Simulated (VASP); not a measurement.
A run of VASP 6.6.1 is set up as follows.

File INCAR:

```
PREC = Accurate
ENCUT = 400
EDIFF = 1E-8
ISMEAR = -1
SIGMA = 0.05
LREAL = F
LASPH = T
NELM = 120
ALGO = Normal
ISIF = 2
LWAVE = F
LCHARG = F
GGA = CA
LEFG = T
NBANDS = 14
GGA_COMPAT = F
```

KPOINTS

```
Automatic mesh
0
Gamma
  11 11 11
```

Contents of POSCAR:

```
AlAu
1.0
    2.7191779938      0.0000000000      0.0000000000
    0.0000000000      2.7191779938      0.0000000000
    0.0000000000      0.0000000000      2.7191779938
Al Au
1 1
Direct
    0.0000000000      0.0000000000      0.0000000000
    0.5000000000      0.5000000000      0.5000000000
```

Potentials or basis: VASP PAW LDA potentials, release 64 (Al, Au).

Command:

```sh
$ cat potpaw_LDA.64/Al/POTCAR potpaw_LDA.64/Au/POTCAR > POTCAR
$ mpirun -np 1 vasp_std > vasp.out
```

Task: Estimate the pressure.

Result: 189.9 GPa.

Task: What does it give for the band gap on the k mesh?

Result: Zero (band 7 reaches 21.94 eV, above the bottom of band 8 at 18.52 eV).

Caveat: without QUAD_EFG the Cq values of the log hold for a quadrupole moment of 1 mb, not for the nuclei; spin-orbit coupling is left out, which moves the levels of the heavy elements.
